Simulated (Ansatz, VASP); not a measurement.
## One calculation of Ti3Al, two programs

INCAR

```
SYSTEM = Ti3Al
ALGO = Fast ; EDIFF = 1E-6
ENCUT = 520 ; GGA = PE
ISIF = 2 ; ISMEAR = 0
LASPH = .TRUE. ; LCHARG = .TRUE.
LELF = .TRUE. ; LREAL = .FALSE.
LVHAR = .TRUE. ; LWAVE = .FALSE.
NBANDS = 28 ; NELM = 80
PREC = Accurate ; SIGMA = 0.15
```

KPOINTS

```
k-points
0
G
  18 18 6
  0 0 0
```

POSCAR

```
Ti3Al
1.0
    2.9670146672      0.0000000000      0.0000000000
   -1.4835073336      2.5695100752      0.0000000000
    0.0000000000      0.0000000000      8.2809379361
Ti Al
3 1
Direct
    0.6666666667      0.3333333333      0.0000000000
    0.3333333333      0.6666666667      0.7504575700
    0.3333333333      0.6666666667      0.2495424300
    0.6666666667      0.3333333333      0.5000000000
```

Input for Ansatz:

```yaml
crystal:
  lattice:
    - [2.9670146672, 0.0, 0.0]
    - [-1.4835073336, 2.5695100752, 0.0]
    - [0.0, 0.0, 8.2809379361]
  atoms:
    - { symbol: Ti, position: [0.6666666667, 0.3333333333, 0.0] }
    - { symbol: Ti, position: [0.3333333333, 0.6666666667, 0.75045757] }
    - { symbol: Ti, position: [0.3333333333, 0.6666666667, 0.24954243] }
    - { symbol: Al, position: [0.6666666667, 0.3333333333, 0.5] }
basis:
  ecutwfc: 520.0
kpoints:
  mp_grid: { grid: [18, 18, 6] }
hamiltonian:
  xc: pbe
  pseudopotentials: { kind: paw, azcp: { folder: soft_1 } }
scf:
  occupations: { method: gaussian, width: 0.15 }
output:
  forces: true
  stress: true
  eigenvalues: true
  write_density: true
  write_potential: true
  elf: true
  volumetric_format: npy
```

Alike in both runs: task single point; functional PBE; k mesh 18 × 18 × 6; occupations gaussian, width 0.15 eV; no spin polarisation.

|  | VASP | Ansatz |
| --- | --- | --- |
| version | VASP 6.6.1 | Ansatz 0.2.0 |
| potentials or method | VASP PAW PBE potentials, release 64 (Ti_sv, Al), cutoff 520 eV | scalar-relativistic, plane waves, PAW |
| valence electrons in the cell | 39 | 39 |

VASP gave:

| Quantity | Value |
| --- | --- |
| gap on the k mesh at the Fermi level (eV) | none |
| pressure (GPa) | 11.8 |
| traceless stress, the component that is largest in VASP (GPa) | 13.61 |
| rms of the force components (eV/Å) | 0.021 |

Q: Which values does Ansatz return?

A: gap on the k mesh at the Fermi level (eV): none; pressure (GPa): 12.4; traceless stress, the component that is largest in VASP (GPa): 13.60; rms of the force components (eV/Å): 0.015.

Atom by atom the forces differ by 0.007 eV/Å (rms over components). A gap of «none» marks a metal or a gap that the smearing closes. The functional is the same, so the differences come from potentials, cutoffs and numerics.
